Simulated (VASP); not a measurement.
Here is a VASP 6.6.1 calculation.

Contents of INCAR:

```
SYSTEM = ScTa
  PREC = Accurate
  ENCUT = 600
  EDIFF = 1E-6
  ISMEAR = 0
  SIGMA = 0.1
  LREAL = .FALSE.
  LASPH = .TRUE.
  NELM = 100
  ALGO = Normal
  ISIF = 3
  LWAVE = .FALSE.
  LCHARG = .FALSE.
  GGA = PE
  IBRION = 2
  NSW = 100
  EDIFFG = -0.01
```

Contents of KPOINTS:

```
Automatic mesh
0
G
  16 16 16
  0 0 0
```

Contents of POSCAR:

```
ScTa
1.0
    3.4325161295      0.0000000000      0.0000000000
    0.0000000000      3.4325161295      0.0000000000
    0.0000000000      0.0000000000      3.4325161295
Sc Ta
1 1
Direct
    0.0000000000      0.0000000000      0.0000000000
    0.5000000000      0.5000000000      0.5000000000
```

Potentials or basis: VASP PAW PBE potentials, release 64 (Sc_sv, Ta_pv).

The run is started by

```sh
$ cat potpaw_PBE.64/Sc_sv/POTCAR potpaw_PBE.64/Ta_pv/POTCAR > POTCAR
$ mpirun -np 1 vasp_std > vasp.out
```

Task: Estimate the relaxed cell.

Result: a = 3.430 Å, b = 3.430 Å, c = 3.430 Å, α = 90.00°, β = 90.00°, γ = 90.00°.

Task: What does it give for the relaxed volume?

Result: 20.18 Å³/atom.

Task: What does it give for the band gap on the k mesh?

Result: Zero (band 11 reaches 6.06 eV, above the bottom of band 12 at 4.36 eV).

Final structure:
```
Sc Ta
1.0
     3.43045    0.00000    0.00000
     0.00000    3.43045    0.00000
     0.00000    0.00000    3.43045
Sc Ta
1 1
Direct
  0.00000 0.00000 0.00000
  0.50000 0.50000 0.50000
```

Caveat: spin-orbit coupling is left out, which moves the levels of the heavy elements.
